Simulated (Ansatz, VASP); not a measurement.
## One calculation of ScAl3, two programs

```
Sc Al
1.0
     4.08602    0.00000    0.00000
     0.00000    4.08602    0.00000
     0.00000    0.00000    4.08602
Sc Al
1 3
Direct
  0.00000 0.00000 0.00000
  0.50000 0.00000 0.50000
  0.00000 0.50000 0.50000
  0.50000 0.50000 0.00000
```

Alike in both runs: functional r2SCAN; k mesh 12 × 12 × 12; occupations gaussian, width 0.1 eV; no spin polarisation.

Ansatz relaxed the structure, and its values are those at the end. VASP's run is a single point on that final structure, the one shown.

```csv
,VASP,Ansatz
version,VASP 6.6.1,Ansatz 0.2.0
potentials or method,"VASP PAW PBE potentials, release 64 (Sc_sv, Al), cutoff 520 eV","scalar-relativistic, plane waves, PAW"
valence electrons in the cell,20,20
```

```tsv
	VASP	Ansatz	Ansatz less VASP
gap on the k mesh at the Fermi level (eV)	none	none	-
pressure (GPa)	0.0	0.0	0.00
```

VASP's potentials were made for PBE, not for r2SCAN. A gap of «none» marks a metal or a gap that the smearing closes.
